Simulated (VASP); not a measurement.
## Fe: single point with PBE

Crystal: Fe.

```
CELL_PARAMETERS angstrom
2.43416 0.00000 0.00000
-1.21708 2.10804 0.00000
0.00000 0.00000 3.84193
ATOMIC_POSITIONS crystal
Fe 0.66667 0.33333 0.75000
Fe 0.33333 0.66667 0.25000
```

This isn't the form of Fe at room conditions, which is bcc.

```
Program                : VASP 6.6.1
Task                   : single point
Functional             : PBE
Potentials or basis    : VASP PAW PBE potentials, release 64 (Fe_sv)
Cutoff                 : 690 eV
k mesh                 : 10 × 10 × 6
Occupations            : fermi-dirac, width 0.05 eV
Spin                   : collinear spin, ferromagnetic start
Starting moments       : [3.0, 3.0] μB
Fixed moment           : 6 μB
Dipole correction      : no
Further INCAR settings : ALGO = Normal; EDIFF = 1e-06; NBANDS = 27
```

| Quantity | Value |
| --- | --- |
| Pressure | 77.5 GPa |
| Net moment | 6.00 μB per cell |
| Site moments | Fe +2.81 μB |
| Valence electrons inside the program's atomic spheres | Fe 13.85 |

Stress tensor (GPa, compression positive):
```
71.98  0.00  0.00
 0.00 71.98  0.00
 0.00  0.00 88.68
```

It took 52 s on 1 thread of Intel(R) Xeon(R) Platinum 8259CL CPU @ 2.50GHz (Skylake/Cascade Lake), on a shared host, peak memory 0.2 GiB.

Caveat: the stress differs along the axes, from 72 to 89 GPa; the total moment is fixed, so each spin has its own Fermi level and the state may be an excited one.
